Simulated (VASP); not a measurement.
# Se (P3_121) in VASP: further runs, part 2 of 2

VASP 6.6.1. The steps go on from the part before.

## (4) Single point, PBE+D3(BJ) (c/a of the conventional cell at fixed volume 1.0084)

Input file INCAR:

```
ALGO = Normal
EDIFF = 1E-7
ENCUT = 520
GGA = PE
ISIF = 2
ISMEAR = 0
IVDW = 12
LASPH = T
LCHARG = F
LREAL = F
LWAVE = F
NBANDS = 16
NELM = 60
PREC = Accurate
SIGMA = 0.05
```

Input file KPOINTS:

```
k-points
0
Gamma
  9 9 8
```

Input file POSCAR:

```
Se
1.0
    4.3822301585      0.0000000000      0.0000000000
   -2.1911150793      3.7951226425      0.0000000000
    0.0000000000      0.0000000000      4.4190408919
Se
3
Direct
    0.2012552844      0.0000000000      0.3333333333
    0.0000000000      0.2012552844      0.6666666667
    0.7987447156      0.7987447156      0.0000000000
```

Potentials or basis: VASP PAW PBE potentials, release 64 (Se).

On the command line:

```
cat potpaw_PBE.64/Se/POTCAR > POTCAR
mpirun -np 1 vasp_std > vasp.out
```

OUTCAR:

```text
EDIFF = 1E-7
   ENCUT = 520
   GGA = PE
   ISIF = 2
   ISMEAR = 0
   IVDW = 12
   LASPH = T
   LREAL = F
   NELM = 60
   PREC = Accurate
 IVDW          = 12

 ion  position               nearest neighbor table
   1  0.201  0.000  0.333-   3 2.12   2 2.12
   2  0.000  0.201  0.667-   3 2.12   1 2.12
   3  0.799  0.799  0.000-   1 2.12   2 2.12

  LATTYP: Found a hexagonal cell.
 ALAT       =     4.3822301585
 C/A-ratio  =     1.0084000000

  Lattice vectors:

 A1 = (   4.3822301585,   0.0000000000,   0.0000000000)
 A2 = (  -2.1911150793,   3.7951226425,   0.0000000000)
 A3 = (   0.0000000000,   0.0000000000,   4.4190408919)

Analysis of symmetry for initial positions (statically):
=====================================================================
 Subroutine PRICEL returns:
 Original cell was already a primitive cell.

 Routine SETGRP: Setting up the symmetry group for a
 hexagonal supercell.

 Subroutine GETGRP returns: Found  6 space group operations
 (whereof  2 operations were pure point group operations)
 out of a pool of 24 trial point group operations.

The static configuration has the point symmetry C_2 .
[... 167 lines left out ...]

 val. band max:        4.0117504148   @ k =   0.4444   0.1111   0.5000
 cond. band min:       5.4210687157   @ k =   0.0000   0.0000   0.5000
 fundamental gap:      1.4093183009
 Fermi energy:         4.2356862160

 k-point     1 :       0.0000    0.0000    0.0000
  band No.  band energies     occupation
      1     -14.1862      2.00000
      2      -8.4004      2.00000
      3      -8.4004      2.00000
      4      -0.9961      2.00000
      5      -0.9961      2.00000
      6      -0.8567      2.00000
[... 433 lines left out ...]
      3      -7.5434      2.00000
      4      -2.2542      2.00000
      5      -1.7454      2.00000
      6      -0.1325      2.00000
[... 8 lines left out ...]
     15      12.0067      0.00000
     16      13.0546      0.00000

 [... further k-points ...]

------------------------ aborting loop because EDIFF is reached ----------------------------------------

 Edisp (eV)   -1.05322

 E8    (eV) :    -0.4325

  FORCE on cell =-STRESS in cart. coord.  units (eV):
  Direction    XX          YY          ZZ          XY          YZ          ZX
  --------------------------------------------------------------------------------------
  -------------------------------------------------------------------------------------
  Total       8.75983     8.75983    17.64924    -0.00000     0.00000     0.00000
  in kB     190.96643   190.96643   384.75794    -0.00000     0.00000     0.00000
  external pressure =      255.56 kB  Pullay stress =        0.00 kB

 VOLUME and BASIS-vectors are now :
 -----------------------------------------------------------------------------
  energy-cutoff  :      520.00
  volume of cell :       73.49
      direct lattice vectors                 reciprocal lattice vectors
     4.382230158  0.000000000  0.000000000     0.228194313  0.131748048  0.000000000
    -2.191115079  3.795122642  0.000000000     0.000000000  0.263496096  0.000000000
     0.000000000  0.000000000  4.419040892     0.000000000  0.000000000  0.226293448

 POSITION                                       TOTAL-FORCE (eV/Angst)
 -----------------------------------------------------------------------------------
      0.88195      0.00000      1.47301         6.093443     -0.000000     -0.000000
     -0.44097      0.76379      2.94603        -3.046721      5.277076     -0.000000
      1.75014      3.03133      0.00000        -3.046721     -5.277076      0.000000
 -----------------------------------------------------------------------------------
    total drift:                               -0.000000     -0.000000     -0.000000

  FREE ENERGIE OF THE ION-ELECTRON SYSTEM (eV)
  ---------------------------------------------------
  free  energy   TOTEN  =        -9.6083140547 eV

  energy  without entropy=       -9.6083140547  energy(sigma->0) =       -9.60831405
```

OSZICAR:

```text
N       E                     dE             d eps       ncg     rms          rms(c)
DAV:   1     0.861829677334E+02    0.86183E+02   -0.73510E+03  2592   0.942E+02
DAV:   2    -0.363129191557E+01   -0.89814E+02   -0.84746E+02  3512   0.160E+02
DAV:   3    -0.866136013126E+01   -0.50301E+01   -0.50165E+01  3248   0.433E+01
DAV:   4    -0.869344834950E+01   -0.32088E-01   -0.32085E-01  3352   0.410E+00
DAV:   5    -0.869368383980E+01   -0.23549E-03   -0.23549E-03  3304   0.342E-01    0.113E+01
DAV:   6    -0.859380898799E+01    0.99875E-01   -0.54878E-02  3056   0.127E+00    0.695E+00
DAV:   7    -0.855547056856E+01    0.38338E-01   -0.10555E-01  2800   0.179E+00    0.288E-01
DAV:   8    -0.855493470926E+01    0.53586E-03   -0.52384E-03  3128   0.424E-01    0.740E-02
DAV:   9    -0.855504612311E+01   -0.11141E-03   -0.25709E-04  3536   0.931E-02    0.208E-02
DAV:  10    -0.855507971875E+01   -0.33596E-04   -0.19865E-05  3216   0.289E-02    0.119E-02
DAV:  11    -0.855509183101E+01   -0.12112E-04   -0.14532E-05  3176   0.235E-02    0.414E-03
DAV:  12    -0.855509199969E+01   -0.16867E-06   -0.31463E-07  3568   0.346E-03    0.114E-03
DAV:  13    -0.855509189212E+01    0.10757E-06   -0.10940E-07  2512   0.214E-03    0.130E-03
DAV:  14    -0.855509195004E+01   -0.57914E-07   -0.46304E-09  1680   0.474E-04
   1 F= -.96083141E+01 E0= -.96083141E+01  d E =-.520041E-12
```

Wall time 3.6 min (1 thread of AMD EPYC 7R13, shared host); peak memory 0.22 GiB.

What came out:

- Free energy: -9.6083 eV
- Pressure: 25.6 GPa
- Largest force: 6.093 eV/Å
- Band gap on the k mesh: 1.41 eV, indirect (least direct gap 2.08 eV)
- Dispersion energy per atom: -0.351 eV

Forces on the atoms (eV/Å):
```
Se   6.093  0.000  0.000
Se  -3.047  5.277  0.000
Se  -3.047 -5.277  0.000
```

Stress tensor (GPa, compression positive):
```
19.10  0.00  0.00
 0.00 19.10  0.00
 0.00  0.00 38.48
```

Levels at points of the mesh, in eV from the valence-band top:
```
           k point  band 7  band 8  band 9  band 10  band 11  band 12
(0.00, 0.00, 0.00)   -3.28   -3.28   -0.69     2.64     2.93     2.93
(0.00, 0.00, 0.50)   -2.33   -2.33   -1.26     1.41     1.41     1.78
```

Caveat: forces of over 1 eV/Å act on the atoms, so gaps and moduli don't describe the material at rest.

## (5) Single point, PBE+D3(BJ) (c/a of the conventional cell at fixed volume 1.1344)

Input file INCAR:

```
PREC = Accurate
ENCUT = 520
EDIFF = 1E-6
ISMEAR = 0
SIGMA = 0.05
LREAL = False
LASPH = True
NELM = 80
ALGO = Normal
ISIF = 2
LWAVE = False
LCHARG = False
GGA = PE
IVDW = 12
NBANDS = 16
```

Input file KPOINTS:

```
regular mesh
0
Gamma
  9 9 8
```

Input file POSCAR:

```
Se
1.0
    4.2135749463      0.0000000000      0.0000000000
   -2.1067874732      3.6490629443      0.0000000000
    0.0000000000      0.0000000000      4.7798794191
Se
3
Direct
    0.2012552844      0.0000000000      0.3333333333
    0.0000000000      0.2012552844      0.6666666667
    0.7987447156      0.7987447156      0.0000000000
```

On the command line:

```
cat potpaw_PBE.64/Se/POTCAR > POTCAR
mpirun -np 1 vasp_std > vasp.out
```

Wall time 2.3 min (1 thread of AMD EPYC 7R13, shared host); peak memory 0.21 GiB.

Results (log left out):

```
Free energy                : -10.2228 eV
Pressure                   : 19.4 GPa
Largest force              : 4.808 eV/Å
Band gap on the k mesh     : 0.80 eV, indirect (least direct gap 1.12 eV)
Dispersion energy per atom : -0.353 eV
```

Forces in eV/Å, atoms in the order of the input:
```
Se   4.808  0.000  0.000
Se  -2.404  4.163  0.000
Se  -2.404 -4.163  0.000
```

Stress tensor (GPa, compression positive):
```
14.56  0.00  0.00
 0.00 14.56  0.00
 0.00  0.00 29.22
```

Levels at points of the mesh, in eV from the valence-band top:
```
           k point  band 7  band 8  band 9  band 10  band 11  band 12
(0.00, 0.00, 0.00)   -3.00   -3.00   -0.70     2.47     2.47     2.89
(0.00, 0.00, 0.50)   -2.04   -2.04   -1.82     1.01     1.65     1.65
```

Caveat: forces of over 1 eV/Å act on the atoms, so gaps and moduli don't describe the material at rest. A k mesh can miss the band edges.

## (6) The runs side by side

| cell | gap on the mesh (eV) | pressure (GPa) | largest force (eV/Å) |
| --- | --- | --- | --- |
| a = 3.941, b = 3.941, c = 5.464 Å, angles 90.0, 90.0, 120.0°, 3 atoms | 0.03 | -6.5 | 0.73 |
| a = 4.003, b = 4.003, c = 5.297 Å, angles 90.0, 90.0, 120.0°, 3 atoms | none | 16.6 | 4.43 |
| a = 4.382, b = 4.382, c = 4.419 Å, angles 90.0, 90.0, 120.0°, 3 atoms | 1.41 | 25.6 | 6.09 |
| a = 4.214, b = 4.214, c = 4.780 Å, angles 90.0, 90.0, 120.0°, 3 atoms | 0.80 | 19.4 | 4.81 |

Alike in all rows: task single point; level PBE+D3(BJ); potentials or basis VASP PAW PBE potentials, release 64 (Se); no spin polarisation; k mesh 9 × 9 × 8; cutoff (eV) 520; smearing gaussian 0.05 eV.

Caveats: forces of over 1 eV/Å act on the atoms, so gaps and moduli don't describe the material at rest (some runs); pairwise dispersion overbinds metals, which lowers pressure and volume (some runs).

Total energies depend on the potentials used, so only differences within one code and one set of settings carry meaning.
